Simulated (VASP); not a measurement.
Runs of VASP 6.6.1 on KF (Carobbiite). The structure is that of space group Fm-3m (No. 225), or close to it. The cells are those of the table. 

```csv
cell,k mesh,smearing,gap on the mesh (eV),pressure (GPa)
"a = 3.722 Å, angles 60.0°, 2 atoms",8 × 8 × 8,gaussian 0.02 eV,7.08,(b)
"a = 3.834 Å, angles 60.0°, 2 atoms",8 × 8 × 8,gaussian 0.02 eV,6.60,-1.8
"a = 3.797 Å, angles 60.0°, 2 atoms",8 × 8 × 8,gaussian 0.02 eV,(c),-1.0
"a = 3.779 Å, angles 60.0°, 2 atoms",6 × 6 × 6,gaussian 0.1 eV,6.83,(a)
```

Alike in all rows: task single point; level r2SCAN; potentials or basis VASP PAW PBE potentials, release 64 (K_sv, F); no spin polarisation; cutoff (eV) 520.

Fill in the values left out.

(a) -0.5; (b) 1.2; (c) 6.75.

Caveats: the PAW data sets were made with another functional, which shifts forces and pressure a little.

A k mesh can miss the band edges.
